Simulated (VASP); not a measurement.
Here is a VASP 6.6.1 calculation.

POSCAR

```
SiO2
1.0
   -2.5350757610      2.5350757610      3.6563572106
    2.5350757610     -2.5350757610      3.6563572106
    2.5350757610      2.5350757610     -3.6563572106
Si O
2 4
Direct
    0.0000000000      0.0000000000      0.0000000000
    0.7500000000      0.2500000000      0.5000000000
    0.9731664718      0.6250000000      0.8481664718
    0.3750000000      0.2231664718      0.3481664718
    0.7768335282      0.1250000000      0.1518335282
    0.8750000000      0.0268335282      0.6518335282
```

INCAR.step1

```
SYSTEM = SiO2
ALGO     = Normal         ! electronic algorithm
EDIFF    = 1E-4           ! SCF threshold, eV
ENCUT    = 520            ! plane-wave cutoff, eV
GGA      = PE             ! functional
ISMEAR   = 0              ! smearing method
LASPH    = .True.         ! aspherical terms in the spheres
LCHARG   = .False.        ! write CHGCAR
LREAL    = .False.        ! projectors in reciprocal space
LWAVE    = .True.         ! write WAVECAR
NBANDS   = 25             ! bands
NELM     = 100            ! most SCF steps
PREC     = Accurate       ! precision mode
SIGMA    = 0.05           ! smearing width, eV
```

The input INCAR.step2:

```
SYSTEM = SiO2
ALGO     = Normal         ! electronic algorithm
EDIFF    = 1E-7           ! SCF threshold, eV
ENCUT    = 520            ! plane-wave cutoff, eV
ISIF     = 2              ! what is computed and relaxed
ISMEAR   = 0              ! smearing method
ISTART   = 1            
LASPH    = .True.         ! aspherical terms in the spheres
LCHARG   = .False.        ! write CHGCAR
LMIXTAU  = .True.       
LREAL    = .False.        ! projectors in reciprocal space
LWAVE    = .False.        ! write WAVECAR
METAGGA  = R2SCAN         ! meta-GGA
NBANDS   = 25             ! bands
NELM     = 100            ! most SCF steps
PREC     = Accurate       ! precision mode
SIGMA    = 0.05           ! smearing width, eV
```

File KPOINTS:

```
k-points
0
Gamma
  6 6 6
  0 0 0
```

Potentials or basis: VASP PAW PBE potentials, release 64 (Si, O).

The run is started by

```bash
$ cat potpaw_PBE.64/Si/POTCAR potpaw_PBE.64/O/POTCAR > POTCAR
$ cp INCAR.step1 INCAR
$ mpirun -np 1 vasp_std > vasp.out
$ cp INCAR.step2 INCAR
$ mpirun -np 1 vasp_std > vasp.out
```

**Question.** What does it give for the band gap on the k mesh?

**Answer.** 6.29 eV, direct.

**Question.** What does it give for the pressure?

**Answer.** -7.5 GPa.

**Question.** What does it give for the largest force?

**Answer.** 0.555 eV/Å.

Forces on the atoms (eV/Å):
```
Si   0.000  0.000  0.000
Si   0.000  0.000  0.000
O    0.000 -0.555  0.000
O   -0.555  0.000  0.000
O    0.000  0.555  0.000
O    0.555  0.000  0.000
```

Caveat: the cell differs from its parent crystal (strain +0.025 along x and y, +0.000 along z); the PAW data sets were made with another functional, which shifts forces and pressure a little. A k mesh can miss the band edges.
